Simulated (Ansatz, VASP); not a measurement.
## CuO: VASP beside Ansatz

The input INCAR:

```
PREC     = Accurate       # precision mode
ENCUT    = 600            # plane-wave cutoff, eV
EDIFF    = 1E-6           # SCF threshold, eV
ISMEAR   = -1             # smearing method
SIGMA    = 0.05           # smearing width, eV
LREAL    = False          # projectors in reciprocal space
LASPH    = True           # aspherical terms in the spheres
NELM     = 120            # most SCF steps
ALGO     = Normal         # electronic algorithm
ISIF     = 2              # what is computed and relaxed
LWAVE    = False          # write WAVECAR
LCHARG   = False          # write CHGCAR
GGA      = PE             # functional
NBANDS   = 25             # bands
GGA_COMPAT= False
```

The input KPOINTS:

```
regular mesh
0
Gamma
  7 7 5
```

POSCAR

```
CuO
1.0
    3.4220509700     -0.0171102548      0.0000000000
   -0.0171102548      3.4220509700      0.0000000000
    0.0000000000      0.0000000000      4.2604614800
Cu O
2 2
Direct
    0.0000000000      0.5000000000      0.0000000000
    0.5000000000      0.0000000000      0.5000000000
    0.0000000000      0.0000000000      0.2500000000
    0.0000000000      0.0000000000      0.7500000000
```

File input.yaml:

```yaml
crystal:
  lattice:
    - [3.42205097, -0.0171102548, 0.0]
    - [-0.0171102548, 3.42205097, 0.0]
    - [0.0, 0.0, 4.26046148]
  atoms:
    - { symbol: Cu, position: [0.0, 0.5, 0.0] }
    - { symbol: Cu, position: [0.5, 0.0, 0.5] }
    - { symbol: O, position: [0.0, 0.0, 0.25] }
    - { symbol: O, position: [0.0, 0.0, 0.75] }
hamiltonian:
  xc: pbe
  pseudopotentials: { kind: paw }
kpoints:
  mp_grid: { grid: [7, 7, 5] }
  band_path:
    path:
      - [[0.0, 0.0, 0.0], [0.4950496275, 0.4950496275, 0.0], [0.0, 0.5, 0.0], [0.0, 0.5, 0.5], [0.4950496275, 0.4950496275, 0.5], [0.0, 0.0, 0.5], [0.0, 0.0, 0.0], [-0.5, 0.5, 0.0], [-0.4950496275, 0.5049503725, 0.0], [-0.4950496275, 0.5049503725, 0.5], [-0.5, 0.5, 0.5], [-0.5, 0.5, 0.0]]
      - [[0.0, 0.0, 0.5], [-0.5, 0.5, 0.5]]
    npoints: 14
scf:
  occupations: { method: fermi_dirac, width: 0.05 }
  n_extra_bands: 10
output:
  forces: true
  stress: true
  eigenvalues: true
  fatbands: false
```

Alike in both runs: functional PBE; k mesh 7 × 7 × 5; occupations fermi-dirac, width 0.05 eV; no spin polarisation.

|  | VASP | Ansatz |
| --- | --- | --- |
| version | VASP 6.6.1 | Ansatz 0.2.0 |
| potentials or method | VASP PAW PBE potentials, release 64 (Cu, O) | Ansatz PAW |
| plane-wave cutoff (eV) | 600 | 420 |
| valence electrons in the cell | 34 | 50 |
| task | single point | band structure |

|  | VASP | Ansatz | Ansatz less VASP |
| --- | --- | --- | --- |
| gap on the k mesh at the Fermi level (eV) | none | none | - |
| pressure (GPa) | -2.2 | -2.8 | -0.58 |
| traceless stress, the component that is largest in VASP (GPa) | 23.64 | 24.19 | +0.550 |

A gap of «none» marks a metal or a gap that the smearing closes. VASP's potentials hold 34 valence electrons a cell and Ansatz's 50, so a difference there can come from the potentials and not from the codes.
